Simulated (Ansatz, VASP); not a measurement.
Zn in VASP and in Ansatz

```
Zn
1.0
     0.00000    2.77460    2.77460
     2.77460    0.00000    2.77460
     2.77460    2.77460    0.00000
Zn
2
Direct
  0.12500 0.12500 0.12500
  0.87500 0.87500 0.87500
```

Alike in both runs: functional LDA; k mesh 10 × 10 × 10; occupations fermi-dirac, width 0.1 eV; no spin polarisation.

Ansatz relaxed the structure, and its values are those at the end. VASP's run is a single point on that final structure, the one shown.

|  | VASP | Ansatz |
| --- | --- | --- |
| version | VASP 6.6.1 | Ansatz 0.2.0 |
| potentials or method | VASP PAW LDA potentials, release 64 (Zn), cutoff 520 eV | plane waves (420 eV) with PAW, scalar-relativistic |
| valence electrons in the cell | 24 | 24 |

VASP gave:

```
pressure (GPa) : 0.4
```

Question: What did Ansatz give for the same quantities?

Answer: Pressure (GPa): 0.0.

Ansatz warns that its potentials were made for another functional, while VASP's fit it. LDA's correlation is that of Perdew and Zunger in VASP and of Perdew and Wang (1992) in Ansatz.
